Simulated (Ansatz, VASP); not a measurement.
**Cd in VASP and in Ansatz**

```
Cd
1.0
     2.99281    0.00000    0.00000
    -1.49641    2.59185    0.00000
     0.00000    0.00000    5.85544
Cd
2
Direct
  0.33333 0.66667 0.25000
  0.66667 0.33333 0.75000
```

Alike in both runs: task single point; functional LDA; k mesh 21 × 21 × 9; occupations fermi-dirac, width 0.1 eV; no spin polarisation.

|  | VASP | Ansatz |
| --- | --- | --- |
| version | VASP 6.6.1 | Ansatz 0.2.0 |
| potentials or method | VASP PAW LDA potentials, release 64 (Cd), cutoff 520 eV | plane waves (420 eV) with PAW, scalar-relativistic |
| valence electrons in the cell | 24 | 40 |

|  | VASP | Ansatz | Ansatz less VASP |
| --- | --- | --- | --- |
| pressure (GPa) | -5.5 | -5.9 | -0.38 |
| traceless stress, the component that is largest in VASP (GPa) | 1.07 | 1.27 | +0.199 |

Ansatz warns that its potentials were made for another functional, while VASP's fit it. LDA's correlation is that of Perdew and Zunger in VASP and of Perdew and Wang (1992) in Ansatz. VASP's potentials hold 24 valence electrons a cell and Ansatz's 40, so a difference there can come from the potentials and not from the codes.
